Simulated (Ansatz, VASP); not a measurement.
AgBr2: VASP beside Ansatz

Contents of INCAR:

```
PREC = Accurate
ENCUT = 600
EDIFF = 1E-7
ISMEAR = 0
SIGMA = 0.1
LREAL = F
LASPH = T
NELM = 80
ALGO = Normal
ISIF = 3
LWAVE = F
LCHARG = F
GGA = PE
IBRION = 2
NSW = 90
EDIFFG = -0.04
```

The input KPOINTS:

```
Automatic mesh
0
Gamma
  6 6 6
```

Contents of POSCAR:

```
AgBr2
1.0
    0.0000000000      2.9220016200      2.9220016200
    2.9220016200      0.0000000000      2.9220016200
    2.9220016200      2.9220016200      0.0000000000
Ag Br
1 2
Direct
    0.0000000000      0.0000000000      0.0000000000
    0.2500000000      0.2500000000      0.2500000000
    0.7500000000      0.7500000000      0.7500000000
```

Input for Ansatz:

```yaml
crystal:
  lattice:
    - [0.0, 2.92200162, 2.92200162]
    - [2.92200162, 0.0, 2.92200162]
    - [2.92200162, 2.92200162, 0.0]
  atoms:
    - { symbol: Ag, position: [0.0, 0.0, 0.0] }
    - { symbol: Br, position: [0.25, 0.25, 0.25] }
    - { symbol: Br, position: [0.75, 0.75, 0.75] }
basis:
  ecutwfc: 420
kpoints:
  mp_grid: { grid: [6, 6, 6] }
hamiltonian:
  xc: pbe
scf:
  occupations: { method: gaussian, width: 0.1 }
  lower_state_search: "off"
output:
  forces: true
  stress: true
  eigenvalues: true
relax:
  adjacent_minimum: "off"
  f_tol: 0.04
  max_steps: 70
  cell: { stress_tol: 0.4 }
```

Change from the starting cell: ordered vacancies on the cation sites of caesium chloride (Fm-3m, No. 225).

Alike in both runs: task relaxation of cell and atoms; functional PBE; k mesh 6 × 6 × 6; occupations gaussian, width 0.1 eV; no spin polarisation.

|  | VASP | Ansatz |
| --- | --- | --- |
| version | VASP 6.6.1 | Ansatz 0.2.0 |
| potentials or method | VASP PAW PBE potentials, release 64 (Ag, Br), cutoff 600 eV | scalar-relativistic, plane waves, PAW |
| valence electrons in the cell | 25 | 33 |

```csv
,VASP,Ansatz,Ansatz less VASP
"gap on the k mesh at the Fermi level, each at its own relaxed structure (eV)",none,none,-
relaxed volume (Å³/atom),27.16,27.16,+0.007
relaxed length of the cell vector where the two differ most in proportion (Å),4.866,4.866,+0.0004
```

A gap of «none» marks a metal or a gap that the smearing closes. VASP's potentials hold 25 valence electrons a cell and Ansatz's 33, so a difference there can come from the potentials and not from the codes.

Noted on VASP's run: the volume moved by over 15 % at a fixed basis, so the end points are rough.
